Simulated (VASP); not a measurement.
The system is MnS (Browneite).

```
CELL_PARAMETERS angstrom
0.00000 2.80000 2.80000
2.80000 0.00000 2.80000
2.80000 2.80000 0.00000
ATOMIC_POSITIONS crystal
Mn 0.00000 0.00000 0.00000
S 0.25000 0.25000 0.25000
```

Base run:

```yaml
Program: VASP 6.6.1
Functional: PBEsol
Dispersion: D4
Potentials_or_basis: VASP PAW PBE potentials, release 64 (Mn_pv, S)
Cutoff: 520 eV
k_mesh: 6 × 6 × 6
Occupations: methfessel-paxton, width 0.2 eV
Spin: collinear spin, ferromagnetic start
Starting_moments: "[2.8, 0.0] μB"
Hubbard_terms: Mn d U = 3.0 eV
```

Its results: band gap on the k mesh 0.74 eV, indirect (least direct gap 1.06 eV); pressure 0.4 GPa; net moment 5.00 μB per cell; site moments Mn +4.52; S +0.04 μB.

**Question.** After a change of settings the same cell gave: band gap on the k mesh 0.26 eV, indirect (least direct gap 0.83 eV); pressure -0.9 GPa; net moment 5.00 μB per cell; site moments Mn +4.45; S +0.07 μB. Which change was it?
A. hubbard terms from Mn d U = 3.0 eV to Mn d U = 6.0 eV
B. hubbard terms from Mn d U = 3.0 eV to Mn d U = 4.5 eV; further incar settings from ALGO = Normal; EDIFF = 1e-06; NBANDS = 20 to ALGO = Normal; EDIFF = 1e-07; NBANDS = 20
C. hubbard terms from Mn d U = 3.0 eV to Mn d U = 1.5 eV

**Answer.** C.

Caveats: the PAW data sets were made with another functional, which shifts forces and pressure a little; a cell with one magnetic atom can't hold antiferromagnetic order, which such compounds often take.
